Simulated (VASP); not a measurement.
# CoSi2 (Fm-3m) in VASP: notebook

CoSi2 is run at these levels: PBE, PBEsol; tasks: single point.

All numbers are computed with VASP 6.6.1; they aren't measurements. Logs are shortened: lines on timing, memory, paths and dates and some standing lists are left out, and cuts for length are marked.

## (1) The cell of the first run

The structure is cubic, space group Fm-3m (No. 225). The conventional cell has a = 5.356 Å, b = 5.356 Å, c = 5.356 Å, α = 90.00°, β = 90.00°, γ = 90.00°. Co (site symmetry m-3m) has 8 Si at 2.32 Å within 3.1 Å. Within 3.1 Å of Si (site symmetry -43m) lie 4 Co at 2.32 Å and 6 Si at 2.68 Å.

## (2) Single point, PBE, collinear spin, ferromagnetic start

Input file INCAR:

```
SYSTEM = CoSi2
  PREC = Accurate
  ENCUT = 600
  EDIFF = 1E-6
  ISMEAR = -1
  SIGMA = 0.05
  LREAL = .FALSE.
  LASPH = .TRUE.
  NELM = 200
  ALGO = Normal
  ISIF = 2
  LWAVE = .FALSE.
  LCHARG = .TRUE.
  ISPIN = 2
  MAGMOM = 4 0 0
  LORBIT = 11
  NUPDOWN = 4.0
  LMAXMIX = 4
  GGA = PE
  LELF = .TRUE.
  LVHAR = .TRUE.
  NBANDS = 24
  GGA_COMPAT = .FALSE.
```

Input file KPOINTS:

```
Automatic mesh
0
G
  7 7 7
  0 0 0
```

Input file POSCAR:

```
CoSi2
1.0
    0.0000000000      2.6780000000      2.6780000000
    2.6780000000      0.0000000000      2.6780000000
    2.6780000000      2.6780000000      0.0000000000
Co Si
1 2
Direct
    0.0000000000      0.0000000000      0.0000000000
    0.7500000000      0.7500000000      0.7500000000
    0.2500000000      0.2500000000      0.2500000000
```

Potentials or basis: VASP PAW PBE potentials, release 64 (Co_sv, Si).

Run with:

```
$ cat potpaw_PBE.64/Co_sv/POTCAR potpaw_PBE.64/Si/POTCAR > POTCAR
$ mpirun -np 1 vasp_std > vasp.out
```

OUTCAR:

```text
SYSTEM = CoSi2
   PREC = Accurate
   ENCUT = 600
   EDIFF = 1E-6
   ISMEAR = -1
   LREAL = .FALSE.
   LASPH = .TRUE.
   NELM = 200
   ISIF = 2
   ISPIN = 2
   LORBIT = 11
   NUPDOWN = 4.0
   GGA = PE

 ion  position               nearest neighbor table
   1  0.000  0.000  0.000-   2 2.32   3 2.32   2 2.32   2 2.32   3 2.32   2 2.32   3 2.32   3 2.32

   2  0.750  0.750  0.750-   1 2.32   1 2.32   1 2.32   1 2.32   3 2.68   3 2.68   3 2.68   3 2.68
                             3 2.68   3 2.68
   3  0.250  0.250  0.250-   1 2.32   1 2.32   1 2.32   1 2.32   2 2.68   2 2.68   2 2.68   2 2.68
                             2 2.68   2 2.68

  LATTYP: Found a face centered cubic cell.
 ALAT       =     5.3560000000

  Lattice vectors:

 A1 = (   0.0000000000,   2.6780000000,   2.6780000000)
 A2 = (   2.6780000000,   0.0000000000,   2.6780000000)
 A3 = (   2.6780000000,   2.6780000000,   0.0000000000)

Analysis of symmetry for initial positions (statically):
=====================================================================
 Subroutine PRICEL returns:
 Original cell was already a primitive cell.

 Routine SETGRP: Setting up the symmetry group for a
 face centered cubic supercell.

 Subroutine GETGRP returns: Found 48 space group operations
 (whereof 48 operations were pure point group operations)
 out of a pool of 48 trial point group operations.

The static configuration has the point symmetry O_h .

Analysis of symmetry for dynamics (positions and initial velocities):
=====================================================================
 Subroutine PRICEL returns:
 Original cell was already a primitive cell.

 Routine SETGRP: Setting up the symmetry group for a
 face centered cubic supercell.

 Subroutine GETGRP returns: Found 48 space group operations
 (whereof 48 operations were pure point group operations)
 out of a pool of 48 trial point group operations.

The dynamic configuration has the point symmetry O_h .

Analysis of structural, dynamic, and magnetic symmetry:
=====================================================================
 Subroutine PRICEL returns:
 Original cell was already a primitive cell.

 Routine SETGRP: Setting up the symmetry group for a
 face centered cubic supercell.

 Subroutine GETGRP returns: Found 48 space group operations
 (whereof 48 operations were pure point group operations)
 out of a pool of 48 trial point group operations.

The overall configuration has the point symmetry O_h .

 Subroutine INISYM returns: Found 48 space group operations
 (whereof 48 operations are pure point group operations),
 and found     1 'primitive' translations

----------------------------------------------------------------------------------------

                                     Primitive cell

  volume of cell :      38.4115

  direct lattice vectors                    reciprocal lattice vectors
     0.000000000  2.678000000  2.678000000    -0.186706497  0.186706497  0.186706497
     2.678000000  0.000000000  2.678000000     0.186706497 -0.186706497  0.186706497
     2.678000000  2.678000000  0.000000000     0.186706497  0.186706497 -0.186706497

  length of vectors
     3.787263920  3.787263920  3.787263920     0.323385140  0.323385140  0.323385140

  position of ions in fractional coordinates (direct lattice)
     0.000000000  0.000000000  0.000000000
     0.750000000  0.750000000  0.750000000
     0.250000000  0.250000000  0.250000000

  ion indices of the primitive-cell ions
   primitive index   ion index
                 1           1
                 2           2
                 3           3

----------------------------------------------------------------------------------------

 KPOINTS: Automatic mesh

Automatic generation of k-mesh.
 Grid dimensions read from file:
 generate k-points for:    7    7    7

 Generating k-lattice:

  Cartesian coordinates                     Fractional coordinates (reciprocal lattice)
    -0.026672357  0.026672357  0.026672357     0.142857143  0.000000000  0.000000000
     0.026672357 -0.026672357  0.026672357     0.000000000  0.142857143  0.000000000
     0.026672357  0.026672357 -0.026672357     0.000000000  0.000000000  0.142857143

  Length of vectors
     0.046197877  0.046197877  0.046197877

  Shift w.r.t. Gamma in fractional coordinates (k-lattice)
     0.000000000  0.000000000  0.000000000

 Subroutine IBZKPT returns following result:
 ===========================================

 Found     20 irreducible k-points:

 Following reciprocal coordinates:
            Coordinates               Weight
  0.000000  0.000000  0.000000      1.000000
  0.142857  0.000000  0.000000      8.000000
  0.285714  0.000000  0.000000      8.000000
  0.428571  0.000000  0.000000      8.000000
  0.142857  0.142857  0.000000      6.000000
  0.285714  0.142857  0.000000     24.000000
[... 12 lines left out ...]
 -0.428571  0.428571  0.142857     24.000000
 -0.285714  0.428571  0.142857     24.000000
   k-points           NKPTS =     20   k-points in BZ     NKDIM =     20   number of bands    NBANDS=     24
   number of dos      NEDOS =    301   number of ions     NIONS =      3
   total plane-waves  NPLWV =  27000
   dimension x,y,z NGX =    30 NGY =   30 NGZ =   30
   dimension x,y,z NGXF=    60 NGYF=   60 NGZF=   60
   ions per type =               1   2
   NGX,Y,Z   is equivalent  to a cutoff of  13.17, 13.17, 13.17 a.u.
   NGXF,Y,Z  is equivalent  to a cutoff of  26.34, 26.34, 26.34 a.u.
 SYSTEM =  CoSi2
   PREC   = accura    normal or accurate (medium, high low for compatibility)
   ISTART =      0    job   : 0-new  1-cont  2-samecut
   ICHARG =      2    charge: 1-file 2-atom 10-const
   ISPIN  =      2    spin polarized calculation?
   LNONCOLLINEAR =      F non collinear calculations
   LSORBIT =      F    spin-orbit coupling
   LASPH  =      T    aspherical Exc in radial PAW
   ENCUT  =  600.0 eV  44.10 Ry    6.64 a.u.   7.56  7.56  7.56*2*pi/ulx,y,z
   NELM   =    200;   NELMIN=  2; NELMDL= -5     # of ELM steps
   EDIFF  = 0.1E-05   stopping-criterion for ELM
   LREAL  =      F    real-space projection
   EDIFFG = 0.1E-04   stopping-criterion for IOM
   NSW    =      0    number of steps for IOM
   IBRION =     -1    ionic relax: 0-MD 1-quasi-New 2-CG
   NFREE  =      0    steps in history (QN), initial steepest desc. (CG)
   ISIF   =      2    stress and relaxation
   ISYM   =      2    0-nonsym 1-usesym 2-fastsym
   POTIM  = 0.5000    time-step for ionic-motion
   TEBEG  =    0.0;   TEEND  =   0.0 temperature during run
   PSTRESS=    0.0 pullay stress
   NELECT =      25.0000    total number of electrons
   NUPDOWN=       4.0000    fix difference up-down
   EMIN   =  10.00;   EMAX   =-10.00  energy-range for DOS
   EFERMI =   0.00;   METHOD = LEGACY
   ISMEAR =    -1;   SIGMA  =   0.05  broadening in eV -4-tet -1-fermi 0-gaus
   EFERMI_NEDOS =   21; number of points for ismear=-14 and -15
   IALGO  =     38    algorithm
   IMIX   =      4    mixing-type and parameters
     AMIX     =   0.40;   BMIX     =  1.00
     AMIX_MAG =   1.60;   BMIX_MAG =  1.00
  volume/ion in A,a.u.               =      12.80        86.40
  Fermi-wavevector in a.u.,A,eV,Ry     =   1.418734  2.681018 27.385884  2.012806
  Thomas-Fermi vector in A             =   2.539828
   LORBIT       =     11    0 simple, 1 ext, 2 COOP (PROOUT), +10 PAW based schemes
   GGA     = PE    functional components
   LHFCALC =     F    Hartree Fock is set to
   AEXX    =    0.0000 exact exchange contribution
   IVDW    =     0    specifies the selected vdW correction
   LEPSILON=     F    determine dielectric tensor
   LRPA    =     F    only Hartree local field effects (RPA)
 spin polarized calculation
  energy-cutoff  :      600.00
  volume of cell :       38.41
 maximum number of plane-waves:      1307
 NGX is ok and might be reduce to    30
   NGX = 15   NGY = 15   NGZ = 15

 number of electron      24.9999976 magnetization       4.0000000

 Free energy of the ion-electron system (eV)
  ---------------------------------------------------
  ext. energy  EPLUGINS =         0.00000000
  ---------------------------------------------------
  free energy    TOTEN  =       -14.15227061 eV

  energy without entropy =      -14.12840462  energy(sigma->0) =      -14.14033761

 E-fermi :   8.9962     XC(G=0): -11.9019

 val. band max:       13.4098418830   @ k =   0.2857   0.0000   0.0000
 cond. band min:       9.0356788422   @ k =   0.4286   0.1429   0.0000
 fundamental gap:     -4.3741630408
 Fermi energy:        13.5494295964

 spin component 1

 k-point     1 :       0.0000    0.0000    0.0000
  band No.  band energies     occupation
      1     -86.7066      1.00000
      2     -49.9705      1.00000
      3     -49.9705      1.00000
      4     -49.9705      1.00000
      5      -2.9689      1.00000
      6       5.1678      1.00000
[... 16 lines left out ...]
     23      20.4853      0.00000
     24      24.7987      0.00000

 k-point     2 :       0.1429    0.0000    0.0000
  band No.  band energies     occupation
      1     -86.7066      1.00000
      2     -49.9723      1.00000
      3     -49.9715      1.00000
      4     -49.9715      1.00000
      5      -2.6591      1.00000
      6       4.7087      1.00000
[... 16 lines left out ...]
     23      21.8424      0.00000
     24      25.7455      0.00000

 k-point     3 :       0.2857    0.0000    0.0000
  band No.  band energies     occupation
      1     -86.7066      1.00000
      2     -49.9728      1.00000
      3     -49.9717      1.00000
      4     -49.9717      1.00000
      5      -1.7499      1.00000
      6       3.4326      1.00000
[... 16 lines left out ...]
     23      25.0677      0.00000
     24      26.9284      0.00000
[... 406 lines left out ...]
 k-point    19 :      -0.4286    0.4286    0.1429
  band No.  band energies     occupation
      1     -86.7065      1.00000
      2     -49.9727      1.00000
      3     -49.9722      1.00000
      4     -49.9719      1.00000
      5       0.8426      1.00000
      6       2.8123      1.00000
[... 16 lines left out ...]
     23      25.2484      0.00000
     24      26.4479      0.00000

 k-point    20 :      -0.2857    0.4286    0.1429
  band No.  band energies     occupation
      1     -86.7065      1.00000
      2     -49.9725      1.00000
      3     -49.9724      1.00000
      4     -49.9720      1.00000
      5       1.7718      1.00000
      6       1.8782      1.00000
[... 16 lines left out ...]
     23      24.7257      0.00000
     24      27.8022      0.00000
 Fermi energy:         8.9962248118

 spin component 2

 k-point     1 :       0.0000    0.0000    0.0000
  band No.  band energies     occupation
      1     -84.2396      1.00000
      2     -47.5705      1.00000
      3     -47.5705      1.00000
      4     -47.5705      1.00000
      5      -2.0395      1.00000
      6       6.6028      1.00000
[... 16 lines left out ...]
     23      21.7171      0.00000
     24      25.8717      0.00000

 k-point     2 :       0.1429    0.0000    0.0000
  band No.  band energies     occupation
      1     -84.2396      1.00000
      2     -47.5722      1.00000
      3     -47.5715      1.00000
      4     -47.5715      1.00000
      5      -1.7297      1.00000
      6       6.0092      1.00000
[... 16 lines left out ...]
     23      23.0478      0.00000
     24      26.8146      0.00000

 k-point     3 :       0.2857    0.0000    0.0000
  band No.  band energies     occupation
      1     -84.2395      1.00000
      2     -47.5730      1.00000
      3     -47.5716      1.00000
      4     -47.5716      1.00000
      5      -0.8201      1.00000
      6       4.5035      1.00000
[... 16 lines left out ...]
     23      26.2327      0.00000
     24      27.9963      0.00000
[... 406 lines left out ...]
 k-point    19 :      -0.4286    0.4286    0.1429
  band No.  band energies     occupation
      1     -84.2395      1.00000
      2     -47.5730      1.00000
      3     -47.5724      1.00000
      4     -47.5719      1.00000
      5       1.7770      1.00000
      6       3.8569      1.00000
[... 16 lines left out ...]
     23      26.2029      0.00000
     24      27.4497      0.00000

 k-point    20 :      -0.2857    0.4286    0.1429
  band No.  band energies     occupation
      1     -84.2394      1.00000
      2     -47.5728      1.00000
      3     -47.5726      1.00000
      4     -47.5721      1.00000
      5       2.7348      1.00000
      6       2.8324      1.00000
[... 16 lines left out ...]
     23      25.7627      0.00000
     24      28.7703      0.00000

------------------------ aborting loop because EDIFF is reached ----------------------------------------

  FORCE on cell =-STRESS in cart. coord.  units (eV):
  Direction    XX          YY          ZZ          XY          YZ          ZX
  --------------------------------------------------------------------------------------
  -------------------------------------------------------------------------------------
  Total        8.3519753      8.3519753      8.3519753     -0.0000000     -0.0000000      0.0000000
  in kB      348.3678517    348.3678517    348.3678517     -0.0000000     -0.0000000      0.0000000
  external PRESSURE =     348.3678517 kB  Pullay stress =       0.0000000 kB

 VOLUME and BASIS-vectors are now :
 -----------------------------------------------------------------------------
  energy-cutoff  :      600.00
  volume of cell :       38.41
      direct lattice vectors                 reciprocal lattice vectors
     0.000000000  2.678000000  2.678000000    -0.186706497  0.186706497  0.186706497
     2.678000000  0.000000000  2.678000000     0.186706497 -0.186706497  0.186706497
     2.678000000  2.678000000  0.000000000     0.186706497  0.186706497 -0.186706497

 POSITION                                       TOTAL-FORCE (eV/Angst)
 -----------------------------------------------------------------------------------
      0.00000      0.00000      0.00000         0.000000     -0.000000     -0.000000
      4.01700      4.01700      4.01700         0.000000      0.000000      0.000000
      1.33900      1.33900      1.33900        -0.000000     -0.000000     -0.000000
 -----------------------------------------------------------------------------------
    total drift:                                0.000000     -0.000000     -0.000000

  FREE ENERGIE OF THE ION-ELECTRON SYSTEM (eV)
  ---------------------------------------------------
  free  energy   TOTEN  =       -14.1522706126 eV

  energy  without entropy=      -14.1284046150  energy(sigma->0) =      -14.14033761

 total charge

# of ion       s       p       d       tot
------------------------------------------
    1        2.284   6.181   6.709  15.173
    2        0.795   0.871   0.000   1.667
    3        0.795   0.871   0.000   1.667
--------------------------------------------------
tot          3.874   7.923   6.709  18.506

 magnetization (x)

# of ion       s       p       d       tot
------------------------------------------
    1        0.032   0.089   1.972   2.094
    2        0.120   0.211   0.000   0.331
    3        0.120   0.211   0.000   0.331
--------------------------------------------------
tot          0.272   0.511   1.972   2.756
```

Run time: 56 s. Hardware: 1 thread of Intel Xeon Platinum 8375C at 2.90GHz (Ice Lake), shared host; peak memory 0.2 GiB.

Results:

* Free energy: -14.1523 eV
* Pressure: 34.8 GPa
* Net moment: 4.00 μB per cell
* Site moments: Co +2.09; Si +0.33 μB
* Valence electrons inside the program's atomic spheres: Co 15.17; Si 1.67

Caveat: the total moment is fixed, so each spin has its own Fermi level.

## (3) Single point, PBE, collinear spin, ferromagnetic start

Input file INCAR:

```
PREC = Accurate
ENCUT = 600
EDIFF = 1E-6
ISMEAR = -1
SIGMA = 0.05
LREAL = False
LASPH = True
NELM = 200
ALGO = Normal
ISIF = 2
LWAVE = False
LCHARG = True
ISPIN = 2
MAGMOM = 2 0 0
LORBIT = 11
NUPDOWN = 2.0
LMAXMIX = 4
GGA = PE
LELF = True
LVHAR = True
NBANDS = 24
GGA_COMPAT = False
```

Input file KPOINTS:

```
regular mesh
0
Gamma
  7 7 7
```

POSCAR is that of step 2.

Potentials or basis: VASP PAW PBE potentials, release 64 (Co_sv, Si).

Run with:

```
$ cat potpaw_PBE.64/Co_sv/POTCAR potpaw_PBE.64/Si/POTCAR > POTCAR
$ mpirun -np 1 vasp_std > vasp.out
```

Wall time 24 s (1 thread of Intel Xeon 6975P-C (Granite Rapids), shared host); peak memory 0.19 GiB.

Results (log left out):

```yaml
Free_energy: -17.7714 eV
Pressure: 13.3 GPa
Net_moment: 2.00 μB per cell
Site_moments: Co +1.12; Si +0.16 μB
Valence_electrons_inside_the_program's_atomic_spheres: Co 15.28; Si 1.62
```

Caveat: the total moment is fixed, so each spin has its own Fermi level.

## (4) Single point, PBEsol, collinear spin, ferromagnetic start

Input file INCAR:

```
ALGO = Normal ; EDIFF = 1E-6
ENCUT = 600 ; GGA = PS
GGA_COMPAT = False ; ISIF = 2
ISMEAR = -1 ; ISPIN = 2
LASPH = True ; LCHARG = False
LMAXMIX = 4 ; LORBIT = 11
LREAL = False ; LWAVE = False
MAGMOM = 1.5 0 0 ; NBANDS = 24
NELM = 200 ; NUPDOWN = 1.5
PREC = Accurate ; SIGMA = 0.05
```

Input file KPOINTS:

```
k-points
0
Gamma
  7 7 7
```

POSCAR is that of step 3.

Run with:

```
$ cat potpaw_PBE.64/Co_sv/POTCAR potpaw_PBE.64/Si/POTCAR > POTCAR
$ mpirun -np 1 vasp_std > vasp.out
```

Wall time 62 s (1 thread of Intel Xeon Platinum 8488C (Sapphire Rapids), shared host); peak memory 0.19 GiB.

Results (log left out):

- Free energy: -20.0437 eV
- Pressure: 4.2 GPa
- Net moment: 1.50 μB per cell
- Site moments: Co +0.84; Si +0.12 μB
- Valence electrons inside the program's atomic spheres: Co 15.30; Si 1.61

Caveat: the PAW data sets were made with another functional, which shifts forces and pressure a little; the total moment is fixed, so each spin has its own Fermi level.

## (5) Overview

| level | fixed moment (μB) | pressure (GPa) | moment (μB) |
| --- | --- | --- | --- |
| PBE | 4.0 | 34.8 | 4.00 |
| PBE | 2.0 | 13.3 | 2.00 |
| PBEsol | 1.5 | 4.2 | 1.50 |

Alike in all rows: task single point; potentials or basis VASP PAW PBE potentials, release 64 (Co_sv, Si); spin collinear, ferromagnetic start; cell as given; k mesh 7 × 7 × 7; cutoff (eV) 600; smearing fermi-dirac 0.05 eV.

The pressure there spans 4.2 GPa (PBEsol) to 34.8 GPa (PBE); a positive pressure means that this level wants a larger cell, a negative one a smaller.

Caveats: the total moment is fixed, so each spin has its own Fermi level; the PAW data sets were made with another functional, which shifts forces and pressure a little (some runs).

Absolute energies hang on the potentials; compare differences alone.
